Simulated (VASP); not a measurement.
Wanted: the native input for a VASP 6.6.1 run.

- Task: relaxation of cell and atoms
- Functional: PBE
- Potentials or basis: VASP PAW PBE potentials, release 64 (Ga_d, Sb)
- Cutoff: 600 eV
- k mesh: 8 × 8 × 8
- Occupations: gaussian, width 0.1 eV
- Spin: no spin polarisation
- Dipole correction: no
- Further INCAR settings: ALGO = Normal; EDIFF = 1e-07; IBRION = 2; EDIFFG = -0.01; NSW = 100; ISIF = 3

The structure of GaSb5 lies in POSCAR:

```
GaSb5
1.0
    0.0000000000      4.4271213200      4.4271213200
    4.4271213200      0.0000000000      4.4271213200
    4.4271213200      4.4271213200      0.0000000000
Ga Sb
1 5
Direct
    0.5000000000      0.5000000000      0.5000000000
    0.3719714300      0.8760095200      0.8760095200
    0.8760095200      0.8760095200      0.8760095200
    0.2500000000      0.2500000000      0.2500000000
    0.8760095200      0.8760095200      0.3719714300
    0.8760095200      0.3719714300      0.8760095200
```

The cell was built from a structure type or drawn by symmetry, and may not be a known phase.

One way to write it, as run:

INCAR

```
SYSTEM = GaSb5
PREC = Accurate
ENCUT = 600
EDIFF = 1E-7
ISMEAR = 0
SIGMA = 0.1
LREAL = .FALSE.
LASPH = .TRUE.
NELM = 100
ALGO = Normal
ISIF = 3
LWAVE = .FALSE.
LCHARG = .FALSE.
GGA = PE
IBRION = 2
NSW = 100
EDIFFG = -0.01
```

KPOINTS

```
regular mesh
0
G
  8 8 8
  0 0 0
```

Potentials or basis: VASP PAW PBE potentials, release 64 (Ga_d, Sb).

Launch:

```sh
$ cat potpaw_PBE.64/Ga_d/POTCAR potpaw_PBE.64/Sb/POTCAR > POTCAR
$ mpirun -np 1 vasp_std > vasp.out
```

It gave:

| Item | Value |
| --- | --- |
| Relaxed volume | 28.91 Å³/atom |
| Relaxed cell | a = 6.260 Å, b = 6.260 Å, c = 6.260 Å, α = 60.00°, β = 60.00°, γ = 60.00° |
| Space group after relaxing (to 0.1 Å) | F-43m (No. 216) |
| Energy gained by relaxing | 0.7 meV/atom |
| Ionic steps | 6 |
| Pressure after relaxing | 0.0 GPa |
| Band gap on the k mesh | zero (bands 19 and 20 overlap by 1.50 eV) |

Caveat: spin-orbit coupling is left out, which moves the levels of the heavy elements.

Run time: 5.2 min on 1 thread of Intel(R) Xeon(R) 6975P-C (Granite Rapids), on a shared host, peak memory 0.45 GiB.
